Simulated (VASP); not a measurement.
# NaI (I4/mmm) in VASP: notebook

NaI is run at these levels: r2SCAN; tasks: single point.

Program: VASP 6.6.1. These are calculated values, not measurements. Logs are shortened: lines on timing, memory, paths and dates and some standing lists are left out, and cuts for length are marked.

### 1 The cell of the first run

Symmetry: I4/mmm, No. 139, tetragonal system. Conventional cell: a = 5.138 Å, b = 5.138 Å, c = 5.137 Å, α = 90.00°, β = 90.00°, γ = 90.00°. Within 3.4 Å of Na (site symmetry 4/mmm) lie 2 I at 2.57 Å. Within 3.4 Å of I (site symmetry 4/mmm) lie 2 Na at 2.57 Å.

### 2 Single point, r2SCAN

Input file POSCAR:

```
NaI
1.0
    0.0000000000      3.6329190531      2.5684737705
    3.6329190531      0.0000000000      2.5684737705
    3.6329190531      3.6329190531      0.0000000000
Na I
1 1
Direct
    0.0000000000      0.0000000000      0.0000000000
    0.5000000000      0.5000000000      0.5000000000
```

Input file INCAR.step1:

```
PREC = Accurate
ENCUT = 520
ISMEAR = 0
SIGMA = 0.05
LREAL = False
LASPH = True
NELM = 100
NBANDS = 14
GGA = PE
ALGO = Normal
EDIFF = 1E-4
LWAVE = True
LCHARG = False
```

Input file INCAR.step2:

```
PREC = Accurate
ENCUT = 520
EDIFF = 1E-6
ISMEAR = 0
SIGMA = 0.05
LREAL = False
LASPH = True
NELM = 100
ALGO = Normal
ISIF = 2
LWAVE = False
LCHARG = False
METAGGA = R2SCAN
LMIXTAU = True
NBANDS = 14
ISTART = 1
```

Input file KPOINTS:

```
Automatic mesh
0
Gamma
  8 8 8
```

Potentials or basis: VASP PAW PBE potentials, release 64 (Na_pv, I).

On the command line:

```
$ cat potpaw_PBE.64/Na_pv/POTCAR potpaw_PBE.64/I/POTCAR > POTCAR
$ cp INCAR.step1 INCAR
$ mpirun -np 1 vasp_std > vasp.out
$ cp INCAR.step2 INCAR
$ mpirun -np 1 vasp_std > vasp.out
```

OUTCAR:

```text
PREC = Accurate
   ENCUT = 520
   EDIFF = 1E-6
   ISMEAR = 0
   LREAL = False
   LASPH = True
   NELM = 100
   ISIF = 2
   METAGGA = R2SCAN
   ISTART = 1

 ion  position               nearest neighbor table
   1  0.000  0.000  0.000-   2 2.57   2 2.57
   2  0.500  0.500  0.500-   1 2.57   1 2.57

  LATTYP: Found a body centered tetragonal cell.
 ALAT       =     5.1377233959
 C/A-ratio  =     0.9998489886

  Lattice vectors:

 A1 = (   0.0000000000,  -3.6329190531,  -2.5684737705)
 A2 = (   0.0000000000,   3.6329190531,  -2.5684737705)
 A3 = (   3.6329190531,   0.0000000000,   2.5684737705)

Analysis of symmetry for initial positions (statically):
=====================================================================
 Subroutine PRICEL returns:
 Original cell was already a primitive cell.

 Routine SETGRP: Setting up the symmetry group for a
 body centered tetragonal supercell.

 Subroutine GETGRP returns: Found 16 space group operations
 (whereof 16 operations were pure point group operations)
 out of a pool of 16 trial point group operations.

The static configuration has the point symmetry D_4h.

Analysis of symmetry for dynamics (positions and initial velocities):
=====================================================================
 Subroutine PRICEL returns:
 Original cell was already a primitive cell.

 Routine SETGRP: Setting up the symmetry group for a
 body centered tetragonal supercell.

 Subroutine GETGRP returns: Found 16 space group operations
 (whereof 16 operations were pure point group operations)
 out of a pool of 16 trial point group operations.

The dynamic configuration has the point symmetry D_4h.

 Subroutine INISYM returns: Found 16 space group operations
 (whereof 16 operations are pure point group operations),
 and found     1 'primitive' translations

----------------------------------------------------------------------------------------

                                     Primitive cell

  volume of cell :      67.7980

  direct lattice vectors                    reciprocal lattice vectors
     0.000000000  3.632919053  2.568473770    -0.137630372  0.137630372  0.194668136
     3.632919053  0.000000000  2.568473770     0.137630372 -0.137630372  0.194668136
     3.632919053  3.632919053  0.000000000     0.137630372  0.137630372 -0.194668136

  length of vectors
     4.449175020  4.449175020  5.137723396     0.275281531  0.275281531  0.275281531

  position of ions in fractional coordinates (direct lattice)
     0.000000000  0.000000000  0.000000000
     0.500000000  0.500000000  0.500000000

  ion indices of the primitive-cell ions
   primitive index   ion index
                 1           1
                 2           2

----------------------------------------------------------------------------------------

 KPOINTS: Automatic mesh

Automatic generation of k-mesh.
 Grid dimensions read from file:
 generate k-points for:    8    8    8

 Generating k-lattice:

  Cartesian coordinates                     Fractional coordinates (reciprocal lattice)
    -0.017203796  0.017203796  0.024333517     0.125000000  0.000000000  0.000000000
     0.017203796 -0.017203796  0.024333517     0.000000000  0.125000000  0.000000000
     0.017203796  0.017203796 -0.024333517     0.000000000  0.000000000  0.125000000

  Length of vectors
     0.034410191  0.034410191  0.034410191

  Shift w.r.t. Gamma in fractional coordinates (k-lattice)
     0.000000000  0.000000000  0.000000000

 Subroutine IBZKPT returns following result:
 ===========================================

 Found     59 irreducible k-points:

 Following reciprocal coordinates:
            Coordinates               Weight
  0.000000  0.000000  0.000000      1.000000
  0.125000  0.000000  0.000000      8.000000
  0.250000  0.000000  0.000000      8.000000
  0.375000  0.000000  0.000000      8.000000
  0.500000  0.000000  0.000000      4.000000
  0.125000  0.125000  0.000000      2.000000
[... 16 lines left out ...]
  0.250000  0.000000  0.125000     16.000000
  0.375000 -0.000000  0.125000     16.000000
 [... further k-points ...]
   k-points           NKPTS =     59   k-points in BZ     NKDIM =     59   number of bands    NBANDS=     14
   number of dos      NEDOS =    301   number of ions     NIONS =      2
   total plane-waves  NPLWV =  51840
   dimension x,y,z NGX =    36 NGY =   36 NGZ =   40
   dimension x,y,z NGXF=    72 NGYF=   72 NGZF=   80
   ions per type =               1   1
   NGX,Y,Z   is equivalent  to a cutoff of  13.45, 13.45, 12.94 a.u.
   NGXF,Y,Z  is equivalent  to a cutoff of  26.90, 26.90, 25.89 a.u.
 SYSTEM =  unknown system
   PREC   = accura    normal or accurate (medium, high low for compatibility)
   ISTART =      1    job   : 0-new  1-cont  2-samecut
   ICHARG =      0    charge: 1-file 2-atom 10-const
   ISPIN  =      1    spin polarized calculation?
   LNONCOLLINEAR =      F non collinear calculations
   LSORBIT =      F    spin-orbit coupling
   LASPH  =      T    aspherical Exc in radial PAW
   ENCUT  =  520.0 eV  38.22 Ry    6.18 a.u.   8.27  8.27  9.55*2*pi/ulx,y,z
   NELM   =    100;   NELMIN=  2; NELMDL=  0     # of ELM steps
   EDIFF  = 0.1E-05   stopping-criterion for ELM
   LREAL  =      F    real-space projection
   EDIFFG = 0.1E-04   stopping-criterion for IOM
   NSW    =      0    number of steps for IOM
   IBRION =     -1    ionic relax: 0-MD 1-quasi-New 2-CG
   NFREE  =      0    steps in history (QN), initial steepest desc. (CG)
   ISIF   =      2    stress and relaxation
   ISYM   =      2    0-nonsym 1-usesym 2-fastsym
   POTIM  = 0.5000    time-step for ionic-motion
   TEBEG  =    0.0;   TEEND  =   0.0 temperature during run
   PSTRESS=    0.0 pullay stress
   NELECT =      14.0000    total number of electrons
   NUPDOWN=      -1.0000    fix difference up-down
   EMIN   =  10.00;   EMAX   =-10.00  energy-range for DOS
   EFERMI =   0.00;   METHOD = LEGACY
   ISMEAR =     0;   SIGMA  =   0.05  broadening in eV -4-tet -1-fermi 0-gaus
   EFERMI_NEDOS =   21; number of points for ismear=-14 and -15
   IALGO  =     38    algorithm
   IMIX   =      4    mixing-type and parameters
     AMIX     =   0.40;   BMIX     =  1.00
     AMIX_MAG =   1.60;   BMIX_MAG =  1.00
  volume/ion in A,a.u.               =      33.90       228.76
  Fermi-wavevector in a.u.,A,eV,Ry     =   0.967636  1.828567 12.739397  0.936319
  Thomas-Fermi vector in A             =   2.097538
   LORBIT       =      0    0 simple, 1 ext, 2 COOP (PROOUT), +10 PAW based schemes
   METAGGA = R2SCAN    functional components
   LHFCALC =     F    Hartree Fock is set to
   AEXX    =    0.0000 exact exchange contribution
   IVDW    =     0    specifies the selected vdW correction
   LEPSILON=     F    determine dielectric tensor
   LRPA    =     F    only Hartree local field effects (RPA)
 non-spin polarized calculation
 Gauss-broadening in eV      SIGMA  =   0.05
  energy-cutoff  :      520.00
  volume of cell :       67.80
 maximum number of plane-waves:      1878
 NGX is ok and might be reduce to    36

 number of electron      14.0000005 magnetization

 Free energy of the ion-electron system (eV)
  ---------------------------------------------------
  ext. energy  EPLUGINS =         0.00000000
  ---------------------------------------------------
  free energy    TOTEN  =       -30.26797699 eV

  energy without entropy =      -30.26797699  energy(sigma->0) =      -30.26797699

 E-fermi :   0.8153     XC(G=0):  -7.9435

 val. band max:        0.5101599971   @ k =   0.0000   0.0000   0.0000
 cond. band min:       4.8832326618   @ k =   0.0000   0.0000   0.0000
 fundamental gap:      4.3730726647
 Fermi energy:         0.8152919603

 k-point     1 :       0.0000    0.0000    0.0000
  band No.  band energies     occupation
      1     -22.7399      2.00000
      2     -22.6664      2.00000
      3     -22.6664      2.00000
      4     -11.0446      2.00000
      5       0.0913      2.00000
      6       0.5102      2.00000
      7       0.5102      2.00000
      8       4.8832      0.00000
      9       8.8045      0.00000
     10       8.8045      0.00000
     11       8.9843      0.00000
     12      10.8886      0.00000
     13      11.5457      0.00000
     14      11.5458      0.00000

 k-point     2 :       0.1250    0.0000    0.0000
  band No.  band energies     occupation
      1     -22.7410      2.00000
      2     -22.6666      2.00000
      3     -22.6666      2.00000
      4     -10.9875      2.00000
      5      -0.1967      2.00000
      6       0.3552      2.00000
      7       0.3968      2.00000
      8       5.3607      0.00000
      9       8.5263      0.00000
     10       8.6335      0.00000
     11       9.3462      0.00000
     12      10.3092      0.00000
     13      11.0927      0.00000
     14      12.2243      0.00000

 k-point     3 :       0.2500    0.0000    0.0000
  band No.  band energies     occupation
      1     -22.7439      2.00000
      2     -22.6672      2.00000
      3     -22.6671      2.00000
      4     -10.8441      2.00000
      5      -0.9401      2.00000
      6       0.1468      2.00000
      7       0.2298      2.00000
      8       6.0456      0.00000
      9       7.9631      0.00000
     10       8.4903      0.00000
     11      10.5393      0.00000
     12      10.5777      0.00000
     13      10.9207      0.00000
     14      13.5919      0.00000
[... 324 lines left out ...]
 k-point    23 :       0.2500    0.0000    0.1250
  band No.  band energies     occupation
      1     -22.7415      2.00000
      2     -22.6677      2.00000
      3     -22.6666      2.00000
      4     -10.9101      2.00000
      5      -0.5911      2.00000
      6      -0.0033      2.00000
      7       0.3587      2.00000
      8       6.1350      0.00000
      9       8.1911      0.00000
     10       8.2616      0.00000
     11      10.1098      0.00000
     12      10.2088      0.00000
     13      11.3577      0.00000
     14      12.7364      0.00000

 k-point    24 :       0.3750   -0.0000    0.1250
  band No.  band energies     occupation
      1     -22.7444      2.00000
      2     -22.6682      2.00000
      3     -22.6671      2.00000
      4     -10.7621      2.00000
      5      -1.2503      2.00000
      6      -0.1669      2.00000
      7       0.1548      2.00000
      8       6.4862      0.00000
      9       7.8100      0.00000
     10       8.5903      0.00000
     11      10.3948      0.00000
     12      11.6041      0.00000
     13      11.9464      0.00000
     14      13.1097      0.00000

 [... further k-points ...]

------------------------ aborting loop because EDIFF is reached ----------------------------------------

  FORCE on cell =-STRESS in cart. coord.  units (eV):
  Direction    XX          YY          ZZ          XY          YZ          ZX
  --------------------------------------------------------------------------------------
  -------------------------------------------------------------------------------------
  Total       -0.4272678     -0.4272678      9.2916863      0.0000000      0.0000000     -0.0000000
  in kB      -10.0970424    -10.0970424    219.5778605      0.0000000      0.0000000     -0.0000000
  external PRESSURE =      66.4612586 kB  Pullay stress =       0.0000000 kB

 VOLUME and BASIS-vectors are now :
 -----------------------------------------------------------------------------
  energy-cutoff  :      520.00
  volume of cell :       67.80
      direct lattice vectors                 reciprocal lattice vectors
     0.000000000  3.632919053  2.568473770    -0.137630372  0.137630372  0.194668136
     3.632919053  0.000000000  2.568473770     0.137630372 -0.137630372  0.194668136
     3.632919053  3.632919053  0.000000000     0.137630372  0.137630372 -0.194668136

 POSITION                                       TOTAL-FORCE (eV/Angst)
 -----------------------------------------------------------------------------------
      0.00000      0.00000      0.00000         0.000000     -0.000000      0.000000
      3.63292      3.63292      2.56847        -0.000000      0.000000      0.000000
 -----------------------------------------------------------------------------------
    total drift:                                0.000000      0.000000      0.000000

  FREE ENERGIE OF THE ION-ELECTRON SYSTEM (eV)
  ---------------------------------------------------
  free  energy   TOTEN  =       -30.2679769940 eV

  energy  without entropy=      -30.2679769940  energy(sigma->0) =      -30.26797699
```

It took 8.2 min on 1 thread of AMD EPYC 7R43 (Zen 3), shared host; peak memory 0.22 GiB.

What came out:

```
Free energy            : -30.2680 eV
Pressure               : 6.6 GPa
Band gap on the k mesh : 4.37 eV
```

Caveat: the cell stands under pressure; the PAW data sets were made with another functional, which shifts forces and pressure a little; spin-orbit coupling is left out, which moves the levels of the heavy elements. A k mesh can miss the band edges.

### 3 Single point, r2SCAN

This run uses another cell than the first one, of the same volume but with other edges.

Input file POSCAR:

```
NaI
1.0
    0.0000000000      2.8834497633      4.0771979653
    2.8834497633      0.0000000000      4.0771979653
    2.8834497633      2.8834497633      0.0000000000
Na I
1 1
Direct
    0.0000000000      0.0000000000      0.0000000000
    0.5000000000      0.5000000000      0.5000000000
```

Input file INCAR.step1:

```
PREC     = Accurate       # precision mode
ENCUT    = 520            # plane-wave cutoff, eV
ISMEAR   = 0              # smearing method
SIGMA    = 0.05           # smearing width, eV
LREAL    = False          # projectors in reciprocal space
LASPH    = True           # aspherical terms in the spheres
NELM     = 80             # most SCF steps
NBANDS   = 14             # bands
GGA      = PE             # functional
ALGO     = Normal         # electronic algorithm
EDIFF    = 1E-4           # SCF threshold, eV
LWAVE    = True           # write WAVECAR
LCHARG   = False          # write CHGCAR
```

Input file INCAR.step2:

```
PREC     = Accurate       # precision mode
ENCUT    = 520            # plane-wave cutoff, eV
EDIFF    = 1E-6           # SCF threshold, eV
ISMEAR   = 0              # smearing method
SIGMA    = 0.05           # smearing width, eV
LREAL    = False          # projectors in reciprocal space
LASPH    = True           # aspherical terms in the spheres
NELM     = 80             # most SCF steps
ALGO     = Normal         # electronic algorithm
ISIF     = 2              # what is computed and relaxed
LWAVE    = False          # write WAVECAR
LCHARG   = False          # write CHGCAR
METAGGA  = R2SCAN         # meta-GGA
LMIXTAU  = True         
NBANDS   = 14             # bands
ISTART   = 1
```

Input file KPOINTS:

```
regular mesh
0
Gamma
  8 8 8
```

Potentials or basis: VASP PAW PBE potentials, release 64 (Na_pv, I).

On the command line:

```
$ cat potpaw_PBE.64/Na_pv/POTCAR potpaw_PBE.64/I/POTCAR > POTCAR
$ cp INCAR.step1 INCAR
$ mpirun -np 1 vasp_std > vasp.out
$ cp INCAR.step2 INCAR
$ mpirun -np 1 vasp_std > vasp.out
```

It took 7.9 min on 1 thread of AMD EPYC 7R43 (Zen 3), shared host; peak memory 0.21 GiB.

Results (log left out):

```
Free energy            : -30.6917 eV
Pressure               : 4.3 GPa
Band gap on the k mesh : 4.40 eV (least direct gap 4.45 eV)
```

Stress tensor (GPa, compression positive):
```
 7.13  0.00  0.00
 0.00  7.13  0.00
 0.00  0.00 -1.46
```

Levels at points of the mesh, in eV from the valence-band top:
```csv
k point,band 3,band 4,band 5,band 6,band 7,band 8,band 9,band 10,band 11,band 12
"(0.00, 0.00, 0.00)",-23.14,-11.60,-0.41,-0.05,-0.05,4.40,7.32,8.55,9.65,9.65
"(0.50, 0.00, 0.00)",-23.14,-11.17,-2.54,-0.74,-0.02,5.40,7.83,9.25,9.57,11.66
"(0.50, 0.50, 0.00)",-23.14,-11.44,-1.97,-0.26,-0.26,6.20,6.53,8.90,12.63,13.03
"(0.50, 0.00, 0.50)",-23.15,-10.94,-2.12,-1.76,-0.44,5.42,6.07,9.75,10.22,10.65
```

Caveat: the cell stands under pressure; the PAW data sets were made with another functional, which shifts forces and pressure a little; spin-orbit coupling is left out, which moves the levels of the heavy elements. A k mesh can miss the band edges.
